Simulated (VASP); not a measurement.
# C (R-3m) in VASP: single point with PBE

Aim: the single point of C with PBE.

Everything below comes from runs of VASP 6.6.1. Logs are shortened: lines on timing, memory, paths and dates and some standing lists are left out, and cuts for length are marked.

### Step 1. The cell of the first run

The structure is trigonal, space group R-3m (No. 166). Conventional cell: a = 2.519 Å, b = 2.519 Å, c = 31.100 Å, α = 90.00°, β = 90.00°, γ = 120.00°. Within 2.1 Å of C (site symmetry 3m) lie 4 C at 1.54 Å. Within 2.1 Å of C (site symmetry 3m) lie 4 C at 1.54 to 1.55 Å. C (site symmetry 3m) has 4 C at 1.54 to 1.55 Å within 2.1 Å. C (site symmetry 3m) has 4 C at 1.54 to 1.57 Å within 2.1 Å. Within 2.1 Å of C (site symmetry 3m) lie 4 C at 1.54 to 1.57 Å.

### Step 2. Single point, PBE

The input, INCAR:

```
ALGO = Normal
EDIFF = 1E-6
ENCUT = 520
GGA = PE
ISIF = 2
ISMEAR = 0
LASPH = True
LCHARG = False
LREAL = False
LWAVE = False
NBANDS = 31
NELM = 80
PREC = Accurate
SIGMA = 0.02
```

The input, KPOINTS:

```
k-points
0
Gamma
  12 12 12
```

The input, POSCAR:

```
C
1.0
    1.2597462304      0.7273148252     10.3668212012
   -1.2597462304      0.7273148252     10.3668212012
    0.0000000000     -1.4546296504     10.3668212012
C
10
Direct
    0.0248251803      0.0248251803      0.0248251803
    0.9751748197      0.9751748197      0.9751748197
    0.1086818836      0.1086818836      0.1086818836
    0.8913181164      0.8913181164      0.8913181164
    0.1583664656      0.1583664656      0.1583664656
    0.8416335344      0.8416335344      0.8416335344
    0.3748589408      0.3748589408      0.3748589408
    0.6251410592      0.6251410592      0.6251410592
    0.4253197623      0.4253197623      0.4253197623
    0.5746802377      0.5746802377      0.5746802377
```

Potentials or basis: VASP PAW PBE potentials, release 64 (C).

Started as:

```console
$ cat potpaw_PBE.64/C/POTCAR > POTCAR
$ mpirun -np 1 vasp_std > vasp.out
```

OUTCAR:

```text
EDIFF = 1E-6
   ENCUT = 520
   GGA = PE
   ISIF = 2
   ISMEAR = 0
   LASPH = True
   LREAL = False
   NELM = 80
   PREC = Accurate

 ion  position               nearest neighbor table
   1  0.025  0.025  0.025-   2 1.54   7 1.54   7 1.54   7 1.54
   2  0.975  0.975  0.975-   1 1.54   8 1.54   8 1.54   8 1.54
   3  0.109  0.109  0.109-   9 1.54   9 1.54   9 1.54   5 1.55
   4  0.891  0.891  0.891-  10 1.54  10 1.54  10 1.54   6 1.55
   5  0.158  0.158  0.158-   6 1.54   6 1.54   6 1.54   3 1.55
   6  0.842  0.842  0.842-   5 1.54   5 1.54   5 1.54   4 1.55
   7  0.375  0.375  0.375-   1 1.54   1 1.54   1 1.54   9 1.57
   8  0.625  0.625  0.625-   2 1.54   2 1.54   2 1.54  10 1.57
   9  0.425  0.425  0.425-   3 1.54   3 1.54   3 1.54   7 1.57
  10  0.575  0.575  0.575-   4 1.54   4 1.54   4 1.54   8 1.57

  LATTYP: Found a trigonal (rhomboedric) cell.
 ALAT       =    10.4683775838
 COS(alpha) =     0.9710374116

  Lattice vectors:

 A1 = (   1.2597462304,   0.7273148252,  10.3668212012)
 A2 = (  -1.2597462304,   0.7273148252,  10.3668212012)
 A3 = (   0.0000000000,  -1.4546296504,  10.3668212012)

Analysis of symmetry for initial positions (statically):
=====================================================================
 Subroutine PRICEL returns:
 Original cell was already a primitive cell.

 Routine SETGRP: Setting up the symmetry group for a
 trigonal (rhombohedral) supercell.

 Subroutine GETGRP returns: Found 12 space group operations
 (whereof 12 operations were pure point group operations)
 out of a pool of 12 trial point group operations.

The static configuration has the point symmetry D_3d.

Analysis of symmetry for dynamics (positions and initial velocities):
=====================================================================
 Subroutine PRICEL returns:
 Original cell was already a primitive cell.

 Routine SETGRP: Setting up the symmetry group for a
 trigonal (rhombohedral) supercell.

 Subroutine GETGRP returns: Found 12 space group operations
 (whereof 12 operations were pure point group operations)
 out of a pool of 12 trial point group operations.

The dynamic configuration has the point symmetry D_3d.

 Subroutine INISYM returns: Found 12 space group operations
 (whereof 12 operations are pure point group operations),
 and found     1 'primitive' translations

----------------------------------------------------------------------------------------

                                     Primitive cell

  volume of cell :      56.9905

  direct lattice vectors                    reciprocal lattice vectors
     1.259746230  0.727314825 10.366821201     0.396905335  0.229153402  0.032153862
    -1.259746230  0.727314825 10.366821201    -0.396905335  0.229153402  0.032153862
     0.000000000 -1.454629650 10.366821201     0.000000000 -0.458306804  0.032153862

  length of vectors
    10.468377584 10.468377584 10.468377584     0.459433344  0.459433344  0.459433344

  position of ions in fractional coordinates (direct lattice)
     0.024825180  0.024825180  0.024825180
     0.975174820  0.975174820  0.975174820
     0.108681884  0.108681884  0.108681884
     0.891318116  0.891318116  0.891318116
     0.158366466  0.158366466  0.158366466
     0.841633534  0.841633534  0.841633534
     0.374858941  0.374858941  0.374858941
     0.625141059  0.625141059  0.625141059
     0.425319762  0.425319762  0.425319762
     0.574680238  0.574680238  0.574680238

  ion indices of the primitive-cell ions
   primitive index   ion index
                 1           1
                 2           2
                 3           3
                 4           4
                 5           5
                 6           6
                 7           7
                 8           8
                 9           9
                10          10

----------------------------------------------------------------------------------------

 KPOINTS: k-points

Automatic generation of k-mesh.
 Grid dimensions read from file:
 generate k-points for:   12   12   12

 Generating k-lattice:

  Cartesian coordinates                     Fractional coordinates (reciprocal lattice)
     0.033075445  0.019096117  0.002679488     0.083333333  0.000000000  0.000000000
    -0.033075445  0.019096117  0.002679488     0.000000000  0.083333333  0.000000000
     0.000000000 -0.038192234  0.002679488     0.000000000  0.000000000  0.083333333

  Length of vectors
     0.038286112  0.038286112  0.038286112

  Shift w.r.t. Gamma in fractional coordinates (k-lattice)
     0.000000000  0.000000000  0.000000000

 Subroutine IBZKPT returns following result:
 ===========================================

 Found    189 irreducible k-points:

 Following reciprocal coordinates:
            Coordinates               Weight
  0.000000  0.000000  0.000000      1.000000
  0.083333  0.000000 -0.000000      6.000000
  0.166667 -0.000000  0.000000      6.000000
  0.250000  0.000000  0.000000      6.000000
  0.333333 -0.000000  0.000000      6.000000
  0.416667  0.000000  0.000000      6.000000
[... 16 lines left out ...]
  0.500000  0.166667  0.000000     12.000000
 -0.416667  0.166667 -0.000000     12.000000
 [... further k-points ...]
   k-points           NKPTS =    189   k-points in BZ     NKDIM =    189   number of bands    NBANDS=     31
   number of dos      NEDOS =    301   number of ions     NIONS =     10
   total plane-waves  NPLWV = 512000
   dimension x,y,z NGX =    80 NGY =   80 NGZ =   80
   dimension x,y,z NGXF=   160 NGYF=  160 NGZF=  160
   ions per type =              10
   NGX,Y,Z   is equivalent  to a cutoff of  12.70, 12.70, 12.70 a.u.
   NGXF,Y,Z  is equivalent  to a cutoff of  25.41, 25.41, 25.41 a.u.
 SYSTEM =  unknown system
   PREC   = accura    normal or accurate (medium, high low for compatibility)
   ISTART =      0    job   : 0-new  1-cont  2-samecut
   ICHARG =      2    charge: 1-file 2-atom 10-const
   ISPIN  =      1    spin polarized calculation?
   LNONCOLLINEAR =      F non collinear calculations
   LSORBIT =      F    spin-orbit coupling
   LASPH  =      T    aspherical Exc in radial PAW
   ENCUT  =  520.0 eV  38.22 Ry    6.18 a.u.  19.46 19.46 19.46*2*pi/ulx,y,z
   NELM   =     80;   NELMIN=  2; NELMDL= -5     # of ELM steps
   EDIFF  = 0.1E-05   stopping-criterion for ELM
   LREAL  =      F    real-space projection
   EDIFFG = 0.1E-04   stopping-criterion for IOM
   NSW    =      0    number of steps for IOM
   IBRION =     -1    ionic relax: 0-MD 1-quasi-New 2-CG
   NFREE  =      0    steps in history (QN), initial steepest desc. (CG)
   ISIF   =      2    stress and relaxation
   ISYM   =      2    0-nonsym 1-usesym 2-fastsym
   POTIM  = 0.5000    time-step for ionic-motion
   TEBEG  =    0.0;   TEEND  =   0.0 temperature during run
   PSTRESS=    0.0 pullay stress
   NELECT =      40.0000    total number of electrons
   NUPDOWN=      -1.0000    fix difference up-down
   EMIN   =  10.00;   EMAX   =-10.00  energy-range for DOS
   EFERMI =   0.00;   METHOD = LEGACY
   ISMEAR =     0;   SIGMA  =   0.02  broadening in eV -4-tet -1-fermi 0-gaus
   EFERMI_NEDOS =   21; number of points for ismear=-14 and -15
   IALGO  =     38    algorithm
   IMIX   =      4    mixing-type and parameters
     AMIX     =   0.40;   BMIX     =  1.00
     AMIX_MAG =   1.60;   BMIX_MAG =  1.00
  volume/ion in A,a.u.               =       5.70        38.46
  Fermi-wavevector in a.u.,A,eV,Ry     =   1.454881  2.749326 28.799149  2.116678
  Thomas-Fermi vector in A             =   2.571980
   LORBIT       =      0    0 simple, 1 ext, 2 COOP (PROOUT), +10 PAW based schemes
   GGA     = PE    functional components
   LHFCALC =     F    Hartree Fock is set to
   AEXX    =    0.0000 exact exchange contribution
   IVDW    =     0    specifies the selected vdW correction
   LEPSILON=     F    determine dielectric tensor
   LRPA    =     F    only Hartree local field effects (RPA)
 non-spin polarized calculation
 Gauss-broadening in eV      SIGMA  =   0.02
  energy-cutoff  :      520.00
  volume of cell :       56.99
 maximum number of plane-waves:      1560
 NGX is ok and might be reduce to    80
   NGX = 39   NGY = 39   NGZ = 39

 number of electron      39.9999996 magnetization

 Free energy of the ion-electron system (eV)
  ---------------------------------------------------
  ext. energy  EPLUGINS =         0.00000000
  ---------------------------------------------------
  free energy    TOTEN  =       -90.85683404 eV

  energy without entropy =      -90.85683404  energy(sigma->0) =      -90.85683404

 E-fermi :   9.9168     XC(G=0): -13.2255

 val. band max:        9.7654519759   @ k =   0.0000   0.0000   0.0000
 cond. band min:      14.2436940356   @ k =  -0.3333  -0.3333   0.0833
 fundamental gap:      4.4782420597
 Fermi energy:         9.9168317829

 k-point     1 :       0.0000    0.0000    0.0000
  band No.  band energies     occupation
      1     -11.7642      2.00000
      2     -10.7113      2.00000
      3     -10.6397      2.00000
      4      -7.5681      2.00000
      5      -7.5484      2.00000
      6      -1.7672      2.00000
[... 23 lines left out ...]
     30      18.1208      0.00000
     31      18.3190      0.00000

 k-point     2 :       0.0833    0.0000   -0.0000
  band No.  band energies     occupation
      1     -11.5921      2.00000
      2     -10.5750      2.00000
      3     -10.4357      2.00000
      4      -7.5038      2.00000
      5      -7.2903      2.00000
      6      -1.7663      2.00000
[... 23 lines left out ...]
     30      18.2114      0.00000
     31      18.5991      0.00000

 k-point     3 :       0.1667   -0.0000    0.0000
  band No.  band energies     occupation
      1     -11.0781      2.00000
      2     -10.1210      2.00000
      3      -9.8732      2.00000
      4      -7.1259      2.00000
      5      -6.7069      2.00000
      6      -1.4969      2.00000
[... 23 lines left out ...]
     30      18.7730      0.00000
     31      19.4836      0.00000

 k-point     4 :       0.2500    0.0000    0.0000
  band No.  band energies     occupation
      1     -10.2287      2.00000
      2      -9.3375      2.00000
      3      -8.9796      2.00000
      4      -6.4326      2.00000
      5      -5.8234      2.00000
      6      -1.0200      2.00000
[... 23 lines left out ...]
     30      19.7167      0.00000
     31      19.8962      0.00000

 k-point     5 :       0.3333   -0.0000    0.0000
  band No.  band energies     occupation
      1      -9.0594      2.00000
      2      -8.2384      2.00000
      3      -7.7796      2.00000
      4      -5.4497      2.00000
      5      -4.6901      2.00000
      6      -1.2017      2.00000
[... 23 lines left out ...]
     30      20.3771      0.00000
     31      20.5399      0.00000
[... 542 lines left out ...]
     30      20.2211      0.00000
     31      20.5580      0.00000

 k-point    22 :       0.4167    0.1667   -0.0000
  band No.  band energies     occupation
      1      -8.5411      2.00000
      2      -7.9004      2.00000
      3      -7.1021      2.00000
      4      -5.2901      2.00000
      5      -3.9619      2.00000
      6      -1.2422      2.00000
[... 23 lines left out ...]
     30      20.1478      0.00000
     31      20.7767      0.00000

 k-point    23 :       0.5000    0.1667    0.0000
  band No.  band energies     occupation
      1      -7.1108      2.00000
      2      -6.5471      2.00000
      3      -5.7206      2.00000
      4      -4.1978      2.00000
      5      -3.2704      2.00000
      6      -2.5099      2.00000
[... 23 lines left out ...]
     30      20.1861      0.00000
     31      20.4594      0.00000

 k-point    24 :      -0.4167    0.1667   -0.0000
  band No.  band energies     occupation
      1      -5.8555      2.00000
      2      -5.4929      2.00000
      3      -5.1141      2.00000
      4      -4.1908      2.00000
      5      -3.9859      2.00000
      6      -3.0883      2.00000
[... 23 lines left out ...]
     30      20.2535      0.00000
     31      20.5447      0.00000

 [... further k-points ...]

------------------------ aborting loop because EDIFF is reached ----------------------------------------

  FORCE on cell =-STRESS in cart. coord.  units (eV):
  Direction    XX          YY          ZZ          XY          YZ          ZX
  --------------------------------------------------------------------------------------
  -------------------------------------------------------------------------------------
  Total        0.2390692      0.2390692      0.2216331      0.0000000      0.0000000      0.0000000
  in kB        6.7209694      6.7209694      6.2307852      0.0000000      0.0000000      0.0000000
  external PRESSURE =       6.5575747 kB  Pullay stress =       0.0000000 kB

 VOLUME and BASIS-vectors are now :
 -----------------------------------------------------------------------------
  energy-cutoff  :      520.00
  volume of cell :       56.99
      direct lattice vectors                 reciprocal lattice vectors
     1.259746230  0.727314825 10.366821201     0.396905335  0.229153402  0.032153862
    -1.259746230  0.727314825 10.366821201    -0.396905335  0.229153402  0.032153862
     0.000000000 -1.454629650 10.366821201     0.000000000 -0.458306804  0.032153862

 POSITION                                       TOTAL-FORCE (eV/Angst)
 -----------------------------------------------------------------------------------
      0.00000      0.00000      0.77207         0.000000      0.000000      0.000615
      0.00000      0.00000     30.32839         0.000000     -0.000000     -0.000615
      0.00000      0.00000      3.38006         0.000000     -0.000000     -0.000648
      0.00000      0.00000     27.72041         0.000000      0.000000      0.000648
      0.00000      0.00000      4.92527         0.000000      0.000000     -0.000573
      0.00000      0.00000     26.17519         0.000000      0.000000      0.000573
      0.00000      0.00000     11.65829         0.000000      0.000000      0.004330
      0.00000      0.00000     19.44218         0.000000      0.000000     -0.004330
      0.00000      0.00000     13.22764         0.000000     -0.000000     -0.004477
      0.00000      0.00000     17.87282         0.000000      0.000000      0.004477
 -----------------------------------------------------------------------------------
    total drift:                               -0.000000     -0.000000      0.000000

  FREE ENERGIE OF THE ION-ELECTRON SYSTEM (eV)
  ---------------------------------------------------
  free  energy   TOTEN  =       -90.8568340443 eV

  energy  without entropy=      -90.8568340443  energy(sigma->0) =      -90.85683404
```

It took 73 min on 1 thread of Intel Xeon Platinum 8488C (Sapphire Rapids), shared host; peak memory 0.96 GiB.

What came out:

```
Free energy            : -90.8568 eV
Pressure               : 0.7 GPa
Largest force          : 0.004 eV/Å
Band gap on the k mesh : 4.48 eV (least direct gap 5.34 eV)
```

Forces in eV/Å, atoms in the order of the input:
```
C    0.000  0.000  0.001
C    0.000  0.000 -0.001
C    0.000  0.000 -0.001
C    0.000  0.000  0.001
C    0.000  0.000 -0.001
C    0.000  0.000  0.001
C    0.000  0.000  0.004
C    0.000  0.000 -0.004
C    0.000  0.000 -0.004
C    0.000  0.000  0.004
```

Levels at points of the mesh, in eV from the valence-band top:
```tsv
k point	band 18	band 19	band 20	band 21	band 22	band 23
(0.00, 0.00, 0.00)	-0.18	0.00	0.00	5.34	5.34	5.48
(0.50, 0.00, 0.00)	-4.38	-3.54	-2.92	4.83	4.83	6.23
(0.50, 0.50, 0.00)	-4.08	-3.40	-3.38	4.61	5.45	5.51
(0.50, 0.50, 0.50)	-0.46	-0.42	-0.42	5.83	5.83	5.93
```
